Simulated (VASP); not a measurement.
Here is a VASP 6.6.1 calculation.

The input INCAR:

```
  PREC = Accurate
  ENCUT = 520
  EDIFF = 1E-7
  ISMEAR = 0
  SIGMA = 0.05
  LREAL = Auto
  LASPH = True
  NELM = 80
  ALGO = Normal
  ISIF = 2
  LWAVE = False
  LCHARG = True
  LDIPOL = True
  IDIPOL = 3
  DIPOL = 0.5 0.5 0.475
  GGA = PE
  IVDW = 12
  LELF = True
  LVHAR = True
  LVACPOTAV = True
  NBANDS = 116
```

The input KPOINTS:

```
regular mesh
0
Gamma
  3 3 1
```

File POSCAR:

```
Ti4HO8
1.0
    5.9085268334      0.0000000000      0.0000000000
    0.0000000000      6.5169368715      0.0000000000
    0.0000000000      0.0000000000     23.8081649889
O Ti H
16 8 2
Direct
    0.0000000000      0.0000000000      0.3360191768
    0.5000000000      0.0000000000      0.3360191768
    0.2500000000      0.3043792196      0.3895658603
    0.7500000000      0.3043792196      0.3895658603
    0.2500000000      0.6956207804      0.3895658603
    0.7500000000      0.6956207804      0.3895658603
    0.0000000000      0.0000000000      0.4431125439
    0.5000000000      0.0000000000      0.4431125439
   -0.0000100797      0.5000002082      0.4673652305
    0.5001858537      0.4999994026      0.4672656991
    0.2497373951      0.8115993680      0.5317513016
    0.7497362503      0.8115584178      0.5317764254
    0.2497372190      0.1883998133      0.5317508847
    0.7497364836      0.1884403738      0.5317765480
   -0.0002457609      0.4999983804      0.5754118273
    0.4993996558      0.4999995179      0.5753492045
    0.0000000000      0.5000000000      0.3895658603
    0.5000000000      0.5000000000      0.3895658603
    0.2500000000      0.0000000000      0.3895658603
    0.7500000000      0.0000000000      0.3895658603
   -0.0002000301     -0.0000010362      0.5188191773
    0.4998135659     -0.0000000719      0.5188215558
    0.2492992052      0.4999995794      0.5304655811
    0.7496476481      0.4999992161      0.5305531238
    0.7932469956      0.5004476657      0.6897456029
    0.6676642104      0.5008173705      0.6848231880
```

Potentials or basis: VASP PAW PBE potentials, release 64 (O, Ti_sv, H).

The run is started by

```sh
$ cat potpaw_PBE.64/O/POTCAR potpaw_PBE.64/Ti_sv/POTCAR potpaw_PBE.64/H/POTCAR > POTCAR
$ mpirun -np 1 vasp_std > vasp.out
```

Question: What does it give for the dispersion energy per atom?

Answer: -0.158 eV.

Question: Predict the band gap on the k mesh.

Answer: 1.74 eV.

Forces on the atoms (eV/Å):
```
O    0.000  0.000  2.384
O   -0.001  0.000  2.383
O   -0.008  0.764 -1.014
O    0.008  0.764 -1.016
O   -0.008 -0.764 -1.014
O    0.008 -0.764 -1.016
O   -0.004  0.000  1.809
O   -0.003  0.000  1.810
O   -0.003  0.000  0.028
O   -0.010  0.000  0.056
O    0.001 -0.042  0.011
O    0.002 -0.039  0.010
O    0.001  0.042  0.011
O    0.002  0.039  0.010
O   -0.001  0.000  0.122
O    0.007  0.000  0.109
Ti  -0.002  0.000  3.023
Ti   0.004  0.000  3.021
Ti  -0.001  0.000 -5.383
Ti   0.000  0.000 -5.383
Ti  -0.002  0.000  0.106
Ti   0.004  0.000  0.105
Ti   0.023 -0.001 -0.089
Ti  -0.019  0.000 -0.083
H   -0.013  0.000  0.004
H    0.016  0.000 -0.005
```
